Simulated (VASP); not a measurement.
# K2H3Au (P-3m1) in VASP: further runs, part 2 of 3

VASP 6.6.1. Earlier steps stand in the parts before.

### Step 3. Relaxation of cell and atoms, PBEsol

This run uses another cell than the first one, of 20.83 Å³/atom.

INCAR

```
PREC = Accurate
ENCUT = 600
EDIFF = 1E-6
ISMEAR = -1
SIGMA = 0.03
LREAL = F
LASPH = T
NELM = 60
ALGO = Normal
ISIF = 3
LWAVE = F
LCHARG = F
GGA = PS
IBRION = 2
NSW = 100
EDIFFG = -0.01
```

KPOINTS

```
regular mesh
0
Gamma
  6 6 4
```

POSCAR

```
K2H3Au
1.0
    4.3476197400      0.0000000000      0.0000000000
   -2.1738098700      3.7651491400      0.0000000000
    0.0000000000      0.0000000000      7.6343879300
K H Au
2 3 1
Direct
    0.6666666700      0.3333333300      0.1857560800
    0.3333333300      0.6666666700      0.8142439200
    0.6666666700      0.3333333300      0.8504758300
    0.3333333300      0.6666666700      0.1495241700
    0.0000000000      0.0000000000      0.0000000000
    0.0000000000      0.0000000000      0.5000000000
```

Potentials or basis: VASP PAW PBE potentials, release 64 (K_sv, H, Au).

Launch:

```console
$ cat potpaw_PBE.64/K_sv/POTCAR potpaw_PBE.64/H/POTCAR potpaw_PBE.64/Au/POTCAR > POTCAR
$ mpirun -np 1 vasp_std > vasp.out
```

OUTCAR:

```text
PREC = Accurate
   ENCUT = 600
   EDIFF = 1E-6
   ISMEAR = -1
   LREAL = F
   LASPH = T
   NELM = 60
   ISIF = 3
   GGA = PS
   IBRION = 2
   NSW = 100
   EDIFFG = -0.01

 ion  position               nearest neighbor table
   1  0.667  0.333  0.186-   6 3.47   6 3.47   6 3.47   2 3.79   2 3.79   2 3.79
   2  0.333  0.667  0.814-   6 3.47   6 3.47   6 3.47   1 3.79   1 3.79   1 3.79
   3  0.667  0.333  0.850-
   4  0.333  0.667  0.150-
   5  0.000  0.000  0.000-
   6  0.000  0.000  0.500-   1 3.47   2 3.47   2 3.47   1 3.47   1 3.47   2 3.47

  LATTYP: Found a hexagonal cell.
 ALAT       =     4.3476197400
 C/A-ratio  =     1.7559925630

  Lattice vectors:

 A1 = (   4.3476197400,   0.0000000000,   0.0000000000)
 A2 = (  -2.1738098700,   3.7651491400,   0.0000000000)
 A3 = (   0.0000000000,   0.0000000000,   7.6343879300)

Analysis of symmetry for initial positions (statically):
=====================================================================
 Subroutine PRICEL returns:
 Original cell was already a primitive cell.

 Routine SETGRP: Setting up the symmetry group for a
 hexagonal supercell.

 Subroutine GETGRP returns: Found 12 space group operations
 (whereof 12 operations were pure point group operations)
 out of a pool of 24 trial point group operations.

The static configuration has the point symmetry D_3d.

Analysis of symmetry for dynamics (positions and initial velocities):
=====================================================================
 Subroutine PRICEL returns:
 Original cell was already a primitive cell.

 Routine SETGRP: Setting up the symmetry group for a
 hexagonal supercell.

 Subroutine GETGRP returns: Found 12 space group operations
 (whereof 12 operations were pure point group operations)
 out of a pool of 24 trial point group operations.

The dynamic configuration has the point symmetry D_3d.

 Subroutine INISYM returns: Found 12 space group operations
 (whereof 12 operations are pure point group operations),
 and found     1 'primitive' translations

[... 141 lines left out ...]

 number of electron      32.0000002 magnetization

 Free energy of the ion-electron system (eV)
  ---------------------------------------------------
  ext. energy  EPLUGINS =         0.00000000
  ---------------------------------------------------
  free energy    TOTEN  =       -11.99661255 eV

  energy without entropy =      -11.96974793  energy(sigma->0) =      -11.98318024

------------------------ aborting loop because EDIFF is reached ----------------------------------------

  FORCE on cell =-STRESS in cart. coord.  units (eV):
  Direction    XX          YY          ZZ          XY          YZ          ZX
  --------------------------------------------------------------------------------------
  -------------------------------------------------------------------------------------
  Total       -0.3948358     -0.3948358      0.4473795      0.0000000     -0.0000000      0.0000000
  in kB       -5.0619650     -5.0619650      5.7355976      0.0000000     -0.0000000      0.0000000
  external PRESSURE =      -1.4627775 kB  Pullay stress =       0.0000000 kB
[... 101 lines left out ...]
  FREE ENERGIE OF THE ION-ELECTRON SYSTEM (eV)
  ---------------------------------------------------
  free  energy   TOTEN  =       -12.0693302153 eV

  energy  without entropy=      -12.0450616530  energy(sigma->0) =      -12.05719593

 E-fermi :  -0.0095     XC(G=0):  -8.1917

 val. band max:       -0.0147499962   @ k =   0.1667   0.1667   0.0000
 cond. band min:       0.0059878202   @ k =   0.1667   0.1667   0.2500
 fundamental gap:      0.0207378164
 Fermi energy:        -0.0095472292

 k-point     1 :       0.0000    0.0000    0.0000
  band No.  band energies     occupation
      1     -29.4216      2.00000
      2     -29.4174      2.00000
      3     -13.0638      2.00000
      4     -12.9487      2.00000
      5     -12.9487      2.00000
      6     -12.9370      2.00000
[... 541 lines left out ...]
     19       2.8342      0.00000
     20       3.9265      0.00000

[... ionic steps 4 to 27 ...]

--------------------------------------- Ionic step       28  -------------------------------------------

 number of electron      32.0000003 magnetization

------------------------ aborting loop because EDIFF is reached ----------------------------------------
[... 75 lines left out ...]
--------------------------------------- Ionic step       30  -------------------------------------------

 number of electron      32.0000004 magnetization

 Free energy of the ion-electron system (eV)
  ---------------------------------------------------
  ext. energy  EPLUGINS =         0.00000000
  ---------------------------------------------------
  free energy    TOTEN  =       -12.73284382 eV

  energy without entropy =      -12.72134567  energy(sigma->0) =      -12.72709475

 E-fermi :   1.4377     XC(G=0):  -9.1939

 val. band max:        1.2969163110   @ k =   0.1667   0.0000   0.5000
 cond. band min:       1.4657949378   @ k =  -0.1667   0.5000   0.2500
 fundamental gap:      0.1688786268
 Fermi energy:         1.4376957902

 k-point     1 :       0.0000    0.0000    0.0000
  band No.  band energies     occupation
      1     -28.4756      2.00000
      2     -28.4698      2.00000
      3     -12.1745      2.00000
      4     -11.9811      2.00000
      5     -11.7039      2.00000
      6     -11.7039      2.00000
[... 574 lines left out ...]
  FREE ENERGIE OF THE ION-ELECTRON SYSTEM (eV)
  ---------------------------------------------------
  free  energy   TOTEN  =       -12.7328438213 eV

  energy  without entropy=      -12.7213456732  energy(sigma->0) =      -12.72709475

 reached required accuracy - stopping structural energy minimisation
```

OSZICAR:

```text
N       E                     dE             d eps       ncg     rms          rms(c)
DAV:   1     0.209898576153E+03    0.20990E+03   -0.15424E+04   960   0.156E+03
DAV:   2     0.212783101133E+01   -0.20777E+03   -0.19861E+03  1140   0.366E+02
DAV:   3    -0.128569159754E+02   -0.14985E+02   -0.14503E+02  1312   0.836E+01
DAV:   4    -0.140748838614E+02   -0.12180E+01   -0.12156E+01  1636   0.161E+01
[... 322 lines left out ...]
DAV:   2    -0.127330631941E+02    0.10431E-02   -0.34758E-03  1056   0.503E-01    0.884E-02
DAV:   3    -0.127328795676E+02    0.18363E-03   -0.29215E-04  1248   0.141E-01    0.641E-02
DAV:   4    -0.127328452770E+02    0.34291E-04   -0.77125E-05  1584   0.526E-02    0.425E-02
DAV:   5    -0.127328432363E+02    0.20407E-05   -0.23819E-05  1616   0.281E-02    0.712E-03
DAV:   6    -0.127328438213E+02   -0.58499E-06   -0.28410E-06   880   0.118E-02
  30 F= -.12732844E+02 E0= -.12727095E+02  d E =-.211425E-04
```

Run time: 13 min. Hardware: 1 thread of Intel Xeon 6975P-C (Granite Rapids), shared host; peak memory 0.35 GiB.

Results:

```yaml
Free_energy: -12.7328 eV
Relaxed_volume: 16.21 Å³/atom
Relaxed_cell: a = 3.464 Å, b = 3.464 Å, c = 9.362 Å, α = 90.00°, β = 90.00°, γ = 120.00°
Space_group_after_relaxing_to_0.1_Å: P-3m1 (No. 164)
Energy_gained_by_relaxing: 122.7 meV/atom
Ionic_steps: 30
Pressure_after_relaxing: 0.0 GPa
Largest_force_after_relaxing: 0.005 eV/Å
Band_gap_on_the_k_mesh: zero (bands 16 and 17 overlap by 0.32 eV)
```

Forces on the atoms (eV/Å):
```
K    0.000  0.000  0.004
K    0.000  0.000 -0.004
H    0.000  0.000  0.005
H    0.000  0.000 -0.005
H    0.000  0.000  0.000
Au   0.000  0.000  0.000
```

The path:
```csv
step,energy change (eV),largest force (eV/Å),pressure (GPa),volume (Å³)
1,0.0000,0.4453,-0.15,124.97
2,-0.0220,0.4009,-0.17,124.63
3,-0.0727,0.2822,-0.20,123.57
4,-0.1150,0.3227,-0.08,121.38
5,-0.1482,0.3401,-0.02,120.44
6,-0.2245,0.3403,0.28,117.66
7,-0.1322,0.8798,1.88,112.24
8,-0.2379,0.3225,0.49,116.48
9,-0.2729,0.2933,0.28,117.30
10,-0.3534,0.2872,-0.34,119.75
11,-0.4022,0.4396,-1.22,124.57
12,-0.4473,0.4254,-1.10,122.15
13,-0.4980,0.3318,-0.76,117.33
14,-0.5421,0.2600,-0.61,114.63
15,-0.6181,0.0866,-0.04,107.07
16,-0.6438,0.1055,2.17,92.64
17,-0.6512,0.0798,0.90,98.93
18,-0.6953,0.1155,-0.21,100.38
19,-0.7072,0.1469,-0.77,101.24
20,-0.7082,0.1514,-0.94,101.52
21,-0.7220,0.1380,-0.49,98.54
22,-0.7240,0.0917,-0.61,99.21
23,-0.7332,0.0655,0.13,96.68
24,-0.7332,0.0642,0.13,96.66
25,-0.7350,0.0419,0.09,96.88
26,-0.7356,0.0344,0.03,97.11
27,-0.7361,0.0163,-0.01,97.31
28,-0.7362,0.0016,-0.03,97.48
29,-0.7362,0.0031,-0.04,97.46
30,-0.7362,0.0046,0.05,97.28
```

Final structure:
```yaml
crystal:
  lattice:
    - [3.46397, 0.00000, 0.00000]
    - [-1.73199, 2.99989, 0.00000]
    - [0.00000, 0.00000, 9.36184]
  atoms:
    - { symbol: K, position: [0.66667, 0.33333, 0.21868] }
    - { symbol: K, position: [0.33333, 0.66667, 0.78132] }
    - { symbol: H, position: [0.66667, 0.33333, 0.93799] }
    - { symbol: H, position: [0.33333, 0.66667, 0.06201] }
    - { symbol: H, position: [0.00000, 0.00000, 0.00000] }
    - { symbol: Au, position: [0.00000, 0.00000, 0.50000] }
```

Levels at points of the mesh, in eV from the Fermi level:
```csv
k point,band 13,band 14,band 15,band 16,band 17,band 18,band 19,band 20
"(0.00, 0.00, 0.00)",-2.83,-2.51,-2.51,-0.98,1.92,3.06,4.05,6.03
"(0.50, 0.00, 0.00)",-2.67,-2.25,-1.87,0.18,0.72,1.08,3.26,4.47
"(0.00, 0.00, 0.50)",-2.83,-2.51,-2.51,-0.23,0.75,3.82,4.62,5.20
"(0.50, 0.00, 0.50)",-2.67,-2.14,-1.87,0.35,0.43,1.20,3.46,3.94
```

Caveat: the volume moved by over 15 % at a fixed basis, so the end points are rough; the PAW data sets were made with another functional, which shifts forces and pressure a little; spin-orbit coupling is left out, which moves the levels of the heavy elements.

### Step 4. Single point, r2SCAN+rVV10

This run uses another cell than the first one, of 16.71 Å³/atom.

POSCAR

```
K2H3Au
1.0
    3.5214895032      0.0000000000      0.0000000000
   -1.7607447516      3.0496993690      0.0000000000
    0.0000000000      0.0000000000      9.3380595746
K H Au
2 3 1
Direct
    0.6666666667      0.3333333333      0.2173510028
    0.3333333333      0.6666666667      0.7826489972
    0.6666666667      0.3333333333      0.9319006225
    0.3333333333      0.6666666667      0.0680993775
    0.0000000000      0.0000000000      0.0000000000
    0.0000000000      0.0000000000      0.5000000000
```

INCAR.step1

```
PREC = Accurate
ENCUT = 520
ISMEAR = -1
SIGMA = 0.03
LREAL = False
LASPH = True
NELM = 60
NBANDS = 25
GGA = PE
ALGO = Normal
EDIFF = 1E-4
LWAVE = True
LCHARG = False
```

INCAR.step2

```
PREC = Accurate
ENCUT = 520
EDIFF = 1E-6
ISMEAR = -1
SIGMA = 0.03
LREAL = False
LASPH = True
NELM = 60
ALGO = Normal
ISIF = 2
LWAVE = False
LCHARG = False
METAGGA = R2SCAN
LMIXTAU = True
LUSE_VDW = True
IVDW_NL = 2
BPARAM = 11.95
CPARAM = 0.0093
NBANDS = 25
ISTART = 1
```

KPOINTS

```
regular mesh
0
Gamma
  12 12 4
```

Potentials or basis: VASP PAW PBE potentials, release 64 (K_sv, H, Au).

Launch:

```console
$ cat potpaw_PBE.64/K_sv/POTCAR potpaw_PBE.64/H/POTCAR potpaw_PBE.64/Au/POTCAR > POTCAR
$ cp INCAR.step1 INCAR
$ mpirun -np 1 vasp_std > vasp.out
$ cp INCAR.step2 INCAR
$ mpirun -np 1 vasp_std > vasp.out
```

OUTCAR:

```text
PREC = Accurate
   ENCUT = 520
   EDIFF = 1E-6
   ISMEAR = -1
   LREAL = False
   LASPH = True
   NELM = 60
   ISIF = 2
   METAGGA = R2SCAN
   IVDW_NL = 2
   BPARAM = 11.95
   ISTART = 1

 ion  position               nearest neighbor table
   1  0.667  0.333  0.217-   6 3.33   6 3.33   6 3.33
   2  0.333  0.667  0.783-   6 3.33   6 3.33   6 3.33
   3  0.667  0.333  0.932-
   4  0.333  0.667  0.068-
   5  0.000  0.000  0.000-
   6  0.000  0.000  0.500-   1 3.33   2 3.33   1 3.33   2 3.33   1 3.33   2 3.33

  LATTYP: Found a hexagonal cell.
 ALAT       =     3.5214895032
 C/A-ratio  =     2.6517357403

  Lattice vectors:

 A1 = (   3.5214895032,   0.0000000000,   0.0000000000)
 A2 = (  -1.7607447516,   3.0496993690,   0.0000000000)
 A3 = (   0.0000000000,   0.0000000000,   9.3380595746)

Analysis of symmetry for initial positions (statically):
=====================================================================
 Subroutine PRICEL returns:
 Original cell was already a primitive cell.

 Routine SETGRP: Setting up the symmetry group for a
 hexagonal supercell.

 Subroutine GETGRP returns: Found 12 space group operations
 (whereof 12 operations were pure point group operations)
 out of a pool of 24 trial point group operations.

The static configuration has the point symmetry D_3d.

Analysis of symmetry for dynamics (positions and initial velocities):
=====================================================================
 Subroutine PRICEL returns:
 Original cell was already a primitive cell.

 Routine SETGRP: Setting up the symmetry group for a
 hexagonal supercell.

 Subroutine GETGRP returns: Found 12 space group operations
[... 128 lines left out ...]
   IALGO  =     38    algorithm
   IMIX   =      4    mixing-type and parameters
     AMIX     =   0.40;   BMIX     =  1.00
     AMIX_MAG =   1.60;   BMIX_MAG =  1.00
  volume/ion in A,a.u.               =      16.71       112.79
  Fermi-wavevector in a.u.,A,eV,Ry     =   1.118694  2.114026 17.027381  1.251477
  Thomas-Fermi vector in A             =   2.255328
   LORBIT       =      0    0 simple, 1 ext, 2 COOP (PROOUT), +10 PAW based schemes
   METAGGA = R2SCAN    functional components
   LHFCALC =     F    Hartree Fock is set to
   AEXX    =    0.0000 exact exchange contribution
   IVDW_NL    =     2    kernel type
   BPARAM     =11.9500
   IVDW    =     0    specifies the selected vdW correction
   LEPSILON=     F    determine dielectric tensor
   LRPA    =     F    only Hartree local field effects (RPA)
 non-spin polarized calculation
  energy-cutoff  :      520.00
  volume of cell :      100.29
 maximum number of plane-waves:      2771
 NGX is ok and might be reduce to    28
   NGX = 13   NGY = 13   NGZ = 35

 number of electron      32.0000004 magnetization

 Free energy of the ion-electron system (eV)
  ---------------------------------------------------
  ext. energy  EPLUGINS =         0.00000000
  ---------------------------------------------------
  free energy    TOTEN  =       -68.72185429 eV

  energy without entropy =      -68.71868404  energy(sigma->0) =      -68.72026917

 E-fermi :   1.0755     XC(G=0):  -9.3594

 val. band max:        1.0640620905   @ k =   0.4167   0.1667   0.0000
 cond. band min:       1.0805860122   @ k =   0.4167   0.1667   0.2500
 fundamental gap:      0.0165239217
 Fermi energy:         1.0754582546

 k-point     1 :       0.0000    0.0000    0.0000
  band No.  band energies     occupation
      1     -30.1258      2.00000
      2     -30.1204      2.00000
      3     -12.9608      2.00000
      4     -12.7893      2.00000
      5     -12.5863      2.00000
      6     -12.5863      2.00000
[... 661 lines left out ...]
     24       9.2890      0.00000
     25       9.9271      0.00000

 [... further k-points ...]

------------------------ aborting loop because EDIFF is reached ----------------------------------------

  FORCE on cell =-STRESS in cart. coord.  units (eV):
  Direction    XX          YY          ZZ          XY          YZ          ZX
  --------------------------------------------------------------------------------------
  -------------------------------------------------------------------------------------
  Total        0.0595342      0.0595342      0.0490184      0.0000000     -0.0000000      0.0000000
  in kB        0.9511242      0.9511242      0.7831218      0.0000000     -0.0000000      0.0000000
  external PRESSURE =       0.8951234 kB  Pullay stress =       0.0000000 kB

 VOLUME and BASIS-vectors are now :
 -----------------------------------------------------------------------------
  energy-cutoff  :      520.00
  volume of cell :      100.29
      direct lattice vectors                 reciprocal lattice vectors
     3.521489503  0.000000000  0.000000000     0.283970746  0.163950586  0.000000000
    -1.760744752  3.049699369  0.000000000     0.000000000  0.327901173  0.000000000
     0.000000000  0.000000000  9.338059575     0.000000000  0.000000000  0.107088629

 POSITION                                       TOTAL-FORCE (eV/Angst)
 -----------------------------------------------------------------------------------
      1.76074      1.01657      2.02964        -0.000000      0.000000      0.003010
     -0.00000      2.03313      7.30842         0.000000     -0.000000     -0.003010
      1.76074      1.01657      8.70214        -0.000000      0.000000      0.006475
     -0.00000      2.03313      0.63592         0.000000      0.000000     -0.006475
      0.00000      0.00000      0.00000        -0.000000      0.000000      0.000000
      0.00000      0.00000      4.66903        -0.000000      0.000000      0.000000
 -----------------------------------------------------------------------------------
    total drift:                               -0.000000      0.000000      0.000000

  FREE ENERGIE OF THE ION-ELECTRON SYSTEM (eV)
  ---------------------------------------------------
  free  energy   TOTEN  =       -68.7218542907 eV

  energy  without entropy=      -68.7186840425  energy(sigma->0) =      -68.72026917
```

OUTCAR.step1:

```text
PREC = Accurate
   ENCUT = 520
   ISMEAR = -1
   LREAL = False
   LASPH = True
   NELM = 60
[... 908 lines left out ...]
     -0.00000      2.03313      0.63592         0.000000     -0.000000     -0.038271
      0.00000      0.00000      0.00000         0.000000      0.000000      0.000000
      0.00000      0.00000      4.66903         0.000000      0.000000      0.000000
 -----------------------------------------------------------------------------------
    total drift:                               -0.000000      0.000000      0.000000

  FREE ENERGIE OF THE ION-ELECTRON SYSTEM (eV)
  ---------------------------------------------------
  free  energy   TOTEN  =       -12.1096726039 eV

  energy  without entropy=      -12.1062700092  energy(sigma->0) =      -12.10797131
```

OSZICAR.step1:

```text
N       E                     dE             d eps       ncg     rms          rms(c)
DAV:   1     0.194603896082E+03    0.19460E+03   -0.14314E+04  3450   0.115E+03
DAV:   2    -0.209809653470E+01   -0.19670E+03   -0.18501E+03  3869   0.311E+02
DAV:   3    -0.140047961740E+02   -0.11907E+02   -0.11756E+02  5674   0.608E+01
DAV:   4    -0.144691314329E+02   -0.46434E+00   -0.46321E+00  4809   0.100E+01
DAV:   5    -0.144802939011E+02   -0.11162E-01   -0.11162E-01  5105   0.122E+00    0.106E+01
DAV:   6    -0.129463980697E+02    0.15339E+01   -0.12134E+01  3894   0.163E+01    0.717E+00
DAV:   7    -0.121925909074E+02    0.75381E+00   -0.11973E+00  4112   0.672E+00    0.407E+00
DAV:   8    -0.121838485879E+02    0.87423E-02   -0.33030E-01  4021   0.392E+00    0.297E+00
DAV:   9    -0.121156160919E+02    0.68232E-01   -0.16842E-01  4228   0.229E+00    0.630E-01
DAV:  10    -0.121141118203E+02    0.15043E-02   -0.34508E-02  4497   0.108E+00    0.411E-01
DAV:  11    -0.121098755191E+02    0.42363E-02   -0.92449E-03  4209   0.582E-01    0.118E-01
DAV:  12    -0.121096101354E+02    0.26538E-03   -0.11174E-03  3933   0.169E-01    0.535E-02
DAV:  13    -0.121096726039E+02   -0.62469E-04   -0.14335E-04  3672   0.665E-02
   1 F= -.12109673E+02 E0= -.12107971E+02  d E =-.340259E-02
```

It took 7.8 min on 1 thread of Intel Xeon 6975P-C (Granite Rapids), shared host; peak memory 0.55 GiB.

Results:

```
Free energy            : -68.7219 eV
Pressure               : 0.1 GPa
Largest force          : 0.006 eV/Å
Band gap on the k mesh : zero (bands 16 and 17 overlap by 0.49 eV)
```

Forces on the atoms (eV/Å):
```
K    0.000  0.000  0.003
K    0.000  0.000 -0.003
H    0.000  0.000  0.006
H    0.000  0.000 -0.006
H    0.000  0.000  0.000
Au   0.000  0.000  0.000
```

Caveat: the PAW data sets were made with another functional, which shifts forces and pressure a little; spin-orbit coupling is left out, which moves the levels of the heavy elements.

(Part 2 of 3 ends here.)
